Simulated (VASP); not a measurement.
Wanted: the native input for a VASP 6.6.1 run.

```yaml
Task: single point
Functional: r2SCAN
Potentials_or_basis: VASP PAW PBE potentials, release 64 (Mg, Cd, Se)
Cutoff: 520 eV
k_mesh: 6 × 6 × 6
Occupations: gaussian, width 0.01 eV
Spin: no spin polarisation
Dipole_correction: no
Further_INCAR_settings: ALGO = Normal; EDIFF = 1e-07; NBANDS = 21
```

Crystal: MgCdSe2.

```
CELL_PARAMETERS angstrom
2.01440 1.16301 6.57763
-2.01440 1.16301 6.57763
0.00000 -2.32602 6.57763
ATOMIC_POSITIONS crystal
Mg 0.00000 0.00000 0.00000
Cd 0.50000 0.50000 0.50000
Se 0.25334 0.25334 0.25334
Se 0.74666 0.74666 0.74666
```

This cell differs from its parent crystal: volume changed by +6%.

One way to write it, as run:

POSCAR

```
MgCdSe2
1.0
    2.0143950220      1.1630115082      6.5776314890
   -2.0143950220      1.1630115082      6.5776314890
    0.0000000000     -2.3260230164      6.5776314890
Mg Cd Se
1 1 2
Direct
    1.0000000000      0.0000000000      0.0000000000
    0.5000000000      0.5000000000      0.5000000000
    0.2533357355      0.2533357355      0.2533357355
    0.7466642645      0.7466642645      0.7466642645
```

INCAR.step1

```
PREC = Accurate
ENCUT = 520
ISMEAR = 0
SIGMA = 0.01
LREAL = False
LASPH = True
NELM = 80
NBANDS = 21
GGA = PE
ALGO = Normal
EDIFF = 1E-4
LWAVE = True
LCHARG = False
```

INCAR.step2

```
PREC = Accurate
ENCUT = 520
EDIFF = 1E-7
ISMEAR = 0
SIGMA = 0.01
LREAL = False
LASPH = True
NELM = 80
ALGO = Normal
ISIF = 2
LWAVE = False
LCHARG = False
METAGGA = R2SCAN
LMIXTAU = True
NBANDS = 21
ISTART = 1
```

KPOINTS

```
regular mesh
0
Gamma
  6 6 6
```

Potentials or basis: VASP PAW PBE potentials, release 64 (Mg, Cd, Se).

The run is started by

```sh
$ cat potpaw_PBE.64/Mg/POTCAR potpaw_PBE.64/Cd/POTCAR potpaw_PBE.64/Se/POTCAR > POTCAR
$ cp INCAR.step1 INCAR
$ mpirun -np 1 vasp_std > vasp.out
$ cp INCAR.step2 INCAR
$ mpirun -np 1 vasp_std > vasp.out
```

It gave:

```yaml
Pressure: -3.5 GPa
Band_gap_on_the_k_mesh: 1.07 eV, indirect (least direct gap 1.27 eV)
```

Caveat: the PAW data sets were made with another functional, which shifts forces and pressure a little.

Run time: 7.8 min on 1 thread of Intel(R) Xeon(R) 6975P-C (Granite Rapids), with other jobs on the host, peak memory 0.43 GiB.
